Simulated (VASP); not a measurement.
Write the native input for VASP 6.6.1 that does the following.

| Property | Result |
| --- | --- |
| Task | single point |
| Functional | PBEsol |
| Potentials or basis | VASP PAW PBE potentials, release 64 (Li_sv, Nb_sv, O) |
| Cutoff | 520 eV |
| k mesh | 10 × 10 × 10 |
| Occupations | gaussian, width 0.05 eV |
| Spin | no spin polarisation |
| Dipole correction | no |
| Further INCAR settings | ALGO = Normal; EDIFF = 1e-07; NBANDS = 34 |

The structure of Li4NbO4 lies in POSCAR:

```
Li4NbO4
1.0
   -3.8119495391      3.8119495391      1.6301049253
    3.8119495391     -3.8119495391      1.6301049253
    3.8119495391      3.8119495391     -1.6301049253
Li Nb O
4 1 4
Direct
    0.4403998329      0.1838892340      0.6242890669
    0.8426719780      0.3341549847      0.1768269627
    0.1573280220      0.6658450153      0.8231730373
    0.6658450153      0.8426719780      0.5085169933
    0.0000000000      0.0000000000      0.0000000000
    0.7589255465      0.0797104317      0.8386359782
    0.9202895683      0.7589255465      0.6792151148
    0.0797104317      0.2410744535      0.3207848852
    0.2410744535      0.9202895683      0.1613640218
```

This cell differs from its parent crystal: atom 1 (Li) moved by +0.203 Å along [1 0 0] and -0.810 Å along [0 1 0].

One way to write it, as run:

INCAR

```
PREC = Accurate
ENCUT = 520
EDIFF = 1E-7
ISMEAR = 0
SIGMA = 0.05
LREAL = False
LASPH = True
NELM = 60
ALGO = Normal
ISIF = 2
LWAVE = False
LCHARG = True
GGA = PS
LELF = True
LVHAR = True
NBANDS = 34
```

KPOINTS

```
Automatic mesh
0
Gamma
  10 10 10
```

Potentials or basis: VASP PAW PBE potentials, release 64 (Li_sv, Nb_sv, O).

Command:

```bash
$ cat potpaw_PBE.64/Li_sv/POTCAR potpaw_PBE.64/Nb_sv/POTCAR potpaw_PBE.64/O/POTCAR > POTCAR
$ mpirun -np 1 vasp_std > vasp.out
```

It gave:

The largest force is 2.658 eV/Å. The band gap on the k mesh is zero (an odd number of electrons rules out a gap without spin polarisation).

Caveat: the cell differs from its parent crystal (atom 1 (Li) moved by +0.203 Å along [1 0 0] and -0.810 Å along [0 1 0]); the PAW data sets were made with another functional, which shifts forces and pressure a little; an odd number of electrons without spin polarisation forces a metal; a magnetic or distorted state may lie lower.

Run time: 20 min on 1 thread of Oxide Virtual Turin-like Processor, with other jobs on the host, peak memory 0.77 GiB.
